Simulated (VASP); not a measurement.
# Pd (Im-3m) in VASP: notebook, part 2 of 3

VASP 6.6.1. The steps go on from the part before.

## 3. Single point, PBE (volume scaled by 0.94)

INCAR reads:

```
SYSTEM = Pd
ALGO = Fast
EDIFF = 1E-6
ENCUT = 520
GGA = PE
ISIF = 2
ISMEAR = 0
LASPH = .True.
LCHARG = .False.
LREAL = .False.
LWAVE = .False.
NBANDS = 11
NELM = 80
PREC = Accurate
SIGMA = 0.1
```

KPOINTS reads:

```
k-points
0
Gamma
  18 18 18
  0 0 0
```

POSCAR reads:

```
Pd
1.0
   -1.5366035656      1.5366035656      1.5366035656
    1.5366035656     -1.5366035656      1.5366035656
    1.5366035656      1.5366035656     -1.5366035656
Pd
1
Direct
    0.0000000000      0.0000000000      0.0000000000
```

Potentials or basis: VASP PAW PBE potentials, release 64 (Pd).

Launch:

```bash
cat potpaw_PBE.64/Pd/POTCAR > POTCAR
mpirun -np 1 vasp_std > vasp.out
```

OUTCAR:

```text
SYSTEM = Pd
   EDIFF = 1E-6
   ENCUT = 520
   GGA = PE
   ISIF = 2
   ISMEAR = 0
   LASPH = .True.
   LREAL = .False.
   NELM = 80
   PREC = Accurate

 ion  position               nearest neighbor table
   1  0.000  0.000  0.000-

  LATTYP: Found a body centered cubic cell.
 ALAT       =     3.0732071312

  Lattice vectors:

 A1 = (  -1.5366035656,   1.5366035656,   1.5366035656)
 A2 = (   1.5366035656,  -1.5366035656,   1.5366035656)
 A3 = (   1.5366035656,   1.5366035656,  -1.5366035656)

Analysis of symmetry for initial positions (statically):
=====================================================================
 Subroutine PRICEL returns:
 Original cell was already a primitive cell.

 Routine SETGRP: Setting up the symmetry group for a
 body centered cubic supercell.

 Subroutine GETGRP returns: Found 48 space group operations
 (whereof 48 operations were pure point group operations)
 out of a pool of 48 trial point group operations.

The static configuration has the point symmetry O_h .

Analysis of symmetry for dynamics (positions and initial velocities):
=====================================================================
 Subroutine PRICEL returns:
 Original cell was already a primitive cell.

 Routine SETGRP: Setting up the symmetry group for a
 body centered cubic supercell.

 Subroutine GETGRP returns: Found 48 space group operations
 (whereof 48 operations were pure point group operations)
 out of a pool of 48 trial point group operations.

The dynamic configuration has the point symmetry O_h .

 Subroutine INISYM returns: Found 48 space group operations
 (whereof 48 operations are pure point group operations),
 and found     1 'primitive' translations

----------------------------------------------------------------------------------------

                                     Primitive cell

  volume of cell :      14.5126

  direct lattice vectors                    reciprocal lattice vectors
    -1.536603566  1.536603566  1.536603566     0.000000000  0.325392971  0.325392971
     1.536603566 -1.536603566  1.536603566     0.325392971  0.000000000  0.325392971
     1.536603566  1.536603566 -1.536603566     0.325392971  0.325392971  0.000000000

  length of vectors
     2.661475447  2.661475447  2.661475447     0.460175153  0.460175153  0.460175153

  position of ions in fractional coordinates (direct lattice)
     0.000000000  0.000000000  0.000000000

  ion indices of the primitive-cell ions
   primitive index   ion index
                 1           1

----------------------------------------------------------------------------------------

 KPOINTS: k-points

Automatic generation of k-mesh.
 Grid dimensions read from file:
 generate k-points for:   18   18   18

 Generating k-lattice:

  Cartesian coordinates                     Fractional coordinates (reciprocal lattice)
     0.000000000  0.018077387  0.018077387     0.055555556  0.000000000  0.000000000
     0.018077387  0.000000000  0.018077387     0.000000000  0.055555556  0.000000000
     0.018077387  0.018077387  0.000000000     0.000000000  0.000000000  0.055555556

  Length of vectors
     0.025565286  0.025565286  0.025565286

  Shift w.r.t. Gamma in fractional coordinates (k-lattice)
     0.000000000  0.000000000  0.000000000

 Subroutine IBZKPT returns following result:
 ===========================================

 Found    195 irreducible k-points:

 Following reciprocal coordinates:
            Coordinates               Weight
  0.000000  0.000000  0.000000      1.000000
  0.055556  0.000000  0.000000     12.000000
  0.111111  0.000000  0.000000     12.000000
  0.166667  0.000000  0.000000     12.000000
  0.222222  0.000000  0.000000     12.000000
  0.277778  0.000000  0.000000     12.000000
[... 16 lines left out ...]
  0.333333  0.111111 -0.000000     48.000000
  0.388889  0.111111  0.000000     48.000000
 [... further k-points ...]
   k-points           NKPTS =    195   k-points in BZ     NKDIM =    195   number of bands    NBANDS=     11
   number of dos      NEDOS =    301   number of ions     NIONS =      1
   total plane-waves  NPLWV =   8000
   dimension x,y,z NGX =    20 NGY =   20 NGZ =   20
   dimension x,y,z NGXF=    40 NGYF=   40 NGZF=   40
   ions per type =               1
   NGX,Y,Z   is equivalent  to a cutoff of  12.49, 12.49, 12.49 a.u.
   NGXF,Y,Z  is equivalent  to a cutoff of  24.99, 24.99, 24.99 a.u.
 SYSTEM =  Pd
   PREC   = accura    normal or accurate (medium, high low for compatibility)
   ISTART =      0    job   : 0-new  1-cont  2-samecut
   ICHARG =      2    charge: 1-file 2-atom 10-const
   ISPIN  =      1    spin polarized calculation?
   LNONCOLLINEAR =      F non collinear calculations
   LSORBIT =      F    spin-orbit coupling
   LASPH  =      T    aspherical Exc in radial PAW
   ENCUT  =  520.0 eV  38.22 Ry    6.18 a.u.   4.95  4.95  4.95*2*pi/ulx,y,z
   NELM   =     80;   NELMIN=  2; NELMDL= -5     # of ELM steps
   EDIFF  = 0.1E-05   stopping-criterion for ELM
   LREAL  =      F    real-space projection
   EDIFFG = 0.1E-04   stopping-criterion for IOM
   NSW    =      0    number of steps for IOM
   IBRION =     -1    ionic relax: 0-MD 1-quasi-New 2-CG
   NFREE  =      0    steps in history (QN), initial steepest desc. (CG)
   ISIF   =      2    stress and relaxation
   ISYM   =      2    0-nonsym 1-usesym 2-fastsym
   POTIM  = 0.5000    time-step for ionic-motion
   TEBEG  =    0.0;   TEEND  =   0.0 temperature during run
   PSTRESS=    0.0 pullay stress
   NELECT =      10.0000    total number of electrons
   NUPDOWN=      -1.0000    fix difference up-down
   EMIN   =  10.00;   EMAX   =-10.00  energy-range for DOS
   EFERMI =   0.00;   METHOD = LEGACY
   ISMEAR =     0;   SIGMA  =   0.10  broadening in eV -4-tet -1-fermi 0-gaus
   EFERMI_NEDOS =   21; number of points for ismear=-14 and -15
   IALGO  =     68    algorithm
   IMIX   =      4    mixing-type and parameters
     AMIX     =   0.40;   BMIX     =  1.00
     AMIX_MAG =   1.60;   BMIX_MAG =  1.00
  volume/ion in A,a.u.               =      14.51        97.94
  Fermi-wavevector in a.u.,A,eV,Ry     =   1.445971  2.732489 28.447509  2.090833
  Thomas-Fermi vector in A             =   2.564093
   LORBIT       =      0    0 simple, 1 ext, 2 COOP (PROOUT), +10 PAW based schemes
   GGA     = PE    functional components
   LHFCALC =     F    Hartree Fock is set to
   AEXX    =    0.0000 exact exchange contribution
   IVDW    =     0    specifies the selected vdW correction
   LEPSILON=     F    determine dielectric tensor
   LRPA    =     F    only Hartree local field effects (RPA)
 non-spin polarized calculation
 RMM-DIIS sequential band-by-band and
 Gauss-broadening in eV      SIGMA  =   0.10
  energy-cutoff  :      520.00
  volume of cell :       14.51
 maximum number of plane-waves:       402
   NGX =  9   NGY =  9   NGZ =  9

 number of electron      10.0000000 magnetization

 number of electron       9.9999997 magnetization

 Free energy of the ion-electron system (eV)
  ---------------------------------------------------
  ext. energy  EPLUGINS =         0.00000000
  ---------------------------------------------------
  free energy    TOTEN  =        -5.14777307 eV

  energy without entropy =       -5.14191475  energy(sigma->0) =       -5.14484391

 E-fermi :  10.0604     XC(G=0): -13.2811

 val. band max:       10.0450864624   @ k =  -0.4444  -0.4444   0.3333
 cond. band min:      10.0675139164   @ k =   0.5000   0.5000   0.4444
 fundamental gap:      0.0224274540
 Fermi energy:        10.0604479624

 k-point     1 :       0.0000    0.0000    0.0000
  band No.  band energies     occupation
      1       2.8020      2.00000
      2       7.0191      2.00000
      3       7.0191      2.00000
      4       7.0191      2.00000
      5       9.0636      2.00000
      6       9.0636      2.00000
      7      29.4844      0.00000
      8      29.4844      0.00000
      9      29.4844      0.00000
     10      38.2167      0.00000
     11      38.2581      0.00000

 k-point     2 :       0.0556    0.0000    0.0000
  band No.  band energies     occupation
      1       2.9228      2.00000
      2       6.9772      2.00000
      3       7.0207      2.00000
      4       7.1061      2.00000
      5       9.0132      2.00000
      6       9.0667      2.00000
      7      29.4362      0.00000
      8      29.5102      0.00000
      9      29.6344      0.00000
     10      37.0381      0.00000
     11      37.7177      0.00000
[... 295 lines left out ...]
 k-point    24 :       0.3889    0.1111    0.0000
  band No.  band energies     occupation
      1       4.9067      2.00000
      2       5.9000      2.00000
      3       8.5918      2.00000
      4       8.9597      2.00000
      5       9.7963      1.99981
      6      12.5546      0.00000
      7      18.8922      0.00000
      8      24.8929      0.00000
      9      27.4151      0.00000
     10      34.3924      0.00000
     11      36.6775      0.00000

 [... further k-points ...]
[... 5 lines left out ...]
  --------------------------------------------------------------------------------------
  -------------------------------------------------------------------------------------
  Total        1.0533644      1.0533644      1.0533644     -0.0000000      0.0000000      0.0000000
  in kB      116.2903559    116.2903559    116.2903559     -0.0000000      0.0000000      0.0000000
  external PRESSURE =     116.2903559 kB  Pullay stress =       0.0000000 kB

 VOLUME and BASIS-vectors are now :
 -----------------------------------------------------------------------------
  energy-cutoff  :      520.00
  volume of cell :       14.51
      direct lattice vectors                 reciprocal lattice vectors
    -1.536603566  1.536603566  1.536603566     0.000000000  0.325392971  0.325392971
     1.536603566 -1.536603566  1.536603566     0.325392971  0.000000000  0.325392971
     1.536603566  1.536603566 -1.536603566     0.325392971  0.325392971  0.000000000

 POSITION                                       TOTAL-FORCE (eV/Angst)
 -----------------------------------------------------------------------------------
      0.00000      0.00000      0.00000         0.000000     -0.000000      0.000000
 -----------------------------------------------------------------------------------
    total drift:                                0.000000      0.000000      0.000000

  FREE ENERGIE OF THE ION-ELECTRON SYSTEM (eV)
  ---------------------------------------------------
  free  energy   TOTEN  =        -5.1477730728 eV

  energy  without entropy=       -5.1419147503  energy(sigma->0) =       -5.14484391
```

stdout:

```text
POSCAR found type information on POSCAR Pd
 POSCAR found :  1 types and       1 ions
 scaLAPACK will be used
 LDA part: xc-table for (Slater+PW92), standard interpolation
 POSCAR, INCAR and KPOINTS ok, starting setup
 FFT: planning ... GRIDC
 FFT: planning ... GRID_SOFT
 FFT: planning ... GRID
 WAVECAR not read
 entering main loop
```

It took 20 s on 1 thread of Intel Xeon Platinum 8375C at 2.90GHz (Ice Lake), shared host; peak memory 0.14 GiB.

What came out:

| Item | Value |
| --- | --- |
| Free energy | -5.1478 eV |
| Pressure | 11.6 GPa |
| Band gap on the k mesh | zero (band 5 reaches 10.69 eV, above the bottom of band 6 at 8.97 eV) |

Levels at points of the mesh, in eV from the Fermi level:
```tsv
k point	band 3	band 4	band 5	band 6	band 7	band 8
(0.00, 0.00, 0.00)	-3.04	-3.04	-1.00	-1.00	19.42	19.42
(0.50, 0.00, 0.00)	-1.07	-0.75	0.63	1.38	8.11	15.19
(0.50, 0.50, 0.50)	0.23	0.23	0.23	9.32	9.32	9.32
```

## 4. Single point, PBE (volume scaled by 1.03)

INCAR reads:

```
SYSTEM = Pd
PREC = Accurate ; ENCUT = 520
EDIFF = 1E-7 ; ISMEAR = 0
SIGMA = 0.1 ; LREAL = .FALSE.
LASPH = .TRUE. ; NELM = 100
ALGO = Fast ; ISIF = 2
LWAVE = .FALSE. ; LCHARG = .FALSE.
GGA = PE ; NBANDS = 11
```

KPOINTS reads:

```
Automatic mesh
0
G
  18 18 18
  0 0 0
```

POSCAR reads:

```
Pd
1.0
   -1.5841572660      1.5841572660      1.5841572660
    1.5841572660     -1.5841572660      1.5841572660
    1.5841572660      1.5841572660     -1.5841572660
Pd
1
Direct
    0.0000000000      0.0000000000      0.0000000000
```

Potentials or basis: VASP PAW PBE potentials, release 64 (Pd).

Launch:

```bash
cat potpaw_PBE.64/Pd/POTCAR > POTCAR
mpirun -np 1 vasp_std > vasp.out
```

OUTCAR:

```text
SYSTEM = Pd
   PREC = Accurate
   ENCUT = 520
   EDIFF = 1E-7
   ISMEAR = 0
   LREAL = .FALSE.
   LASPH = .TRUE.
   NELM = 100
   ISIF = 2
   GGA = PE

 ion  position               nearest neighbor table
   1  0.000  0.000  0.000-

  LATTYP: Found a body centered cubic cell.
 ALAT       =     3.1683145320

  Lattice vectors:

 A1 = (  -1.5841572660,   1.5841572660,   1.5841572660)
 A2 = (   1.5841572660,  -1.5841572660,   1.5841572660)
 A3 = (   1.5841572660,   1.5841572660,  -1.5841572660)

Analysis of symmetry for initial positions (statically):
=====================================================================
 Subroutine PRICEL returns:
 Original cell was already a primitive cell.

 Routine SETGRP: Setting up the symmetry group for a
 body centered cubic supercell.

 Subroutine GETGRP returns: Found 48 space group operations
 (whereof 48 operations were pure point group operations)
 out of a pool of 48 trial point group operations.

The static configuration has the point symmetry O_h .

Analysis of symmetry for dynamics (positions and initial velocities):
[... 160 lines left out ...]
 val. band max:        8.5495173354   @ k =  -0.4444  -0.4444   0.3333
 cond. band min:       8.5671466037   @ k =   0.5000   0.5000   0.4444
 fundamental gap:      0.0176292682
 Fermi energy:         8.5623373578

 k-point     1 :       0.0000    0.0000    0.0000
  band No.  band energies     occupation
      1       2.0012      2.00000
      2       5.9325      2.00000
      3       5.9325      2.00000
      4       5.9325      2.00000
      5       7.7135      2.00000
      6       7.7135      2.00000
      7      27.7790      0.00000
      8      27.7790      0.00000
      9      27.7790      0.00000
     10      35.5626      0.00000
     11      35.5629      0.00000
[... 309 lines left out ...]
 k-point    24 :       0.3889    0.1111    0.0000
  band No.  band energies     occupation
      1       4.0843      2.00000
      2       4.9692      2.00000
      3       7.3296      2.00000
      4       7.6167      2.00000
      5       8.3487      1.99748
      6      10.9603      0.00000
      7      16.6706      0.00000
      8      22.9050      0.00000
      9      25.1098      0.00000
     10      31.7277      0.00000
     11      34.3560      0.00000

 [... further k-points ...]
[... 5 lines left out ...]
  --------------------------------------------------------------------------------------
  -------------------------------------------------------------------------------------
  Total       -0.4702717     -0.4702717     -0.4702717      0.0000000     -0.0000000      0.0000000
  in kB      -47.3810340    -47.3810340    -47.3810340      0.0000000     -0.0000000      0.0000000
  external PRESSURE =     -47.3810340 kB  Pullay stress =       0.0000000 kB

 VOLUME and BASIS-vectors are now :
 -----------------------------------------------------------------------------
  energy-cutoff  :      520.00
  volume of cell :       15.90
      direct lattice vectors                 reciprocal lattice vectors
    -1.584157266  1.584157266  1.584157266     0.000000000  0.315625229  0.315625229
     1.584157266 -1.584157266  1.584157266     0.315625229  0.000000000  0.315625229
     1.584157266  1.584157266 -1.584157266     0.315625229  0.315625229  0.000000000

 POSITION                                       TOTAL-FORCE (eV/Angst)
 -----------------------------------------------------------------------------------
      0.00000      0.00000      0.00000        -0.000000     -0.000000     -0.000000
 -----------------------------------------------------------------------------------
    total drift:                                0.000000      0.000000      0.000000

  FREE ENERGIE OF THE ION-ELECTRON SYSTEM (eV)
  ---------------------------------------------------
  free  energy   TOTEN  =        -5.1714816412 eV

  energy  without entropy=       -5.1645937968  energy(sigma->0) =       -5.16803772
```

OSZICAR:

```text
N       E                     dE             d eps       ncg     rms          rms(c)
DAV:   1     0.422728667646E+02    0.42273E+02   -0.50745E+03  4330   0.844E+02
DAV:   2    -0.485606685501E+01   -0.47129E+02   -0.45360E+02  4805   0.180E+02
DAV:   3    -0.541208653482E+01   -0.55602E+00   -0.55479E+00  5087   0.210E+01
DAV:   4    -0.541488959216E+01   -0.28031E-02   -0.28027E-02  5140   0.157E+00
DAV:   5    -0.541492480745E+01   -0.35215E-04   -0.35215E-04  5458   0.154E-01    0.616E+00
RMM:   6    -0.518065839233E+01    0.23427E+00   -0.34243E-01  4455   0.540E+00    0.301E+00
RMM:   7    -0.517415517848E+01    0.65032E-02   -0.55809E-03  4883   0.856E-01    0.167E+00
RMM:   8    -0.517147640182E+01    0.26788E-02   -0.68564E-04  4964   0.240E-01    0.636E-02
RMM:   9    -0.517147665509E+01   -0.25327E-06   -0.75328E-05  5478   0.714E-02    0.178E-02
RMM:  10    -0.517148098542E+01   -0.43303E-05   -0.20256E-05  5379   0.339E-02    0.356E-03
RMM:  11    -0.517148140563E+01   -0.42021E-06   -0.70635E-06  5657   0.185E-02    0.357E-03
RMM:  12    -0.517148162958E+01   -0.22395E-06   -0.16817E-06  5257   0.939E-03    0.801E-04
RMM:  13    -0.517148164122E+01   -0.11635E-07   -0.60386E-07  4678   0.483E-03
   1 F= -.51714816E+01 E0= -.51680377E+01  d E =-.688784E-02
```

Wall time 24 s (1 thread of Intel Xeon Platinum 8375C at 2.90GHz (Ice Lake), shared host); peak memory 0.15 GiB.

Results:

| Item | Value |
| --- | --- |
| Free energy | -5.1715 eV |
| Pressure | -4.7 GPa |
| Band gap on the k mesh | zero (band 5 reaches 9.09 eV, above the bottom of band 6 at 7.63 eV) |

Levels at points of the mesh, in eV from the Fermi level:
| k point | band 3 | band 4 | band 5 | band 6 | band 7 | band 8 |
| --- | --- | --- | --- | --- | --- | --- |
| (0.00, 0.00, 0.00) | -2.63 | -2.63 | -0.85 | -0.85 | 19.22 | 19.22 |
| (0.50, 0.00, 0.00) | -0.92 | -0.65 | 0.53 | 1.55 | 7.36 | 14.96 |
| (0.50, 0.50, 0.50) | 0.19 | 0.19 | 0.19 | 8.98 | 8.98 | 8.98 |

[end of part 2 of 3]
